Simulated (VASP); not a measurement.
Wanted: the native input for a VASP 6.6.1 run.

```yaml
Task: single point
Functional: PBEsol
Potentials_or_basis: VASP PAW PBE potentials, release 64 (Na_pv)
Cutoff: 520 eV
k_mesh: 12 × 12 × 12
Occupations: gaussian, width 0.05 eV
Spin: no spin polarisation
Dipole_correction: no
Further_INCAR_settings: ALGO = Normal; EDIFF = 1e-07; NBANDS = 10
```

The structure of Na lies in POSCAR:

```
Na
1.0
    2.6264540642      0.0000000000      0.0000000000
    0.0000000000      2.6264540642      0.0000000000
    0.0000000000      0.0000000000      2.6264540642
Na
1
Direct
    0.0000000000      0.0000000000      0.0000000000
```

This isn't the form of Na at room conditions, which is bcc.

One way to write it, as run:

INCAR

```
SYSTEM = Na
  ALGO = Normal
  EDIFF = 1E-7
  ENCUT = 520
  GGA = PS
  ISIF = 2
  ISMEAR = 0
  LASPH = .TRUE.
  LCHARG = .FALSE.
  LREAL = .FALSE.
  LWAVE = .FALSE.
  NBANDS = 10
  NELM = 100
  PREC = Accurate
  SIGMA = 0.05
```

KPOINTS

```
k-points
0
G
  12 12 12
  0 0 0
```

Potentials or basis: VASP PAW PBE potentials, release 64 (Na_pv).

Launch:

```sh
$ cat potpaw_PBE.64/Na_pv/POTCAR > POTCAR
$ mpirun -np 1 vasp_std > vasp.out
```

Results of the run:

- Pressure: 20.1 GPa
- Band gap on the k mesh: zero (an odd number of electrons rules out a gap without spin polarisation)

Caveat: the cell stands under pressure; the PAW data sets were made with another functional, which shifts forces and pressure a little.

Wall time 5.1 s on 1 thread of Intel(R) Xeon(R) 6975P-C (Granite Rapids), on a shared host, peak memory 0.12 GiB.
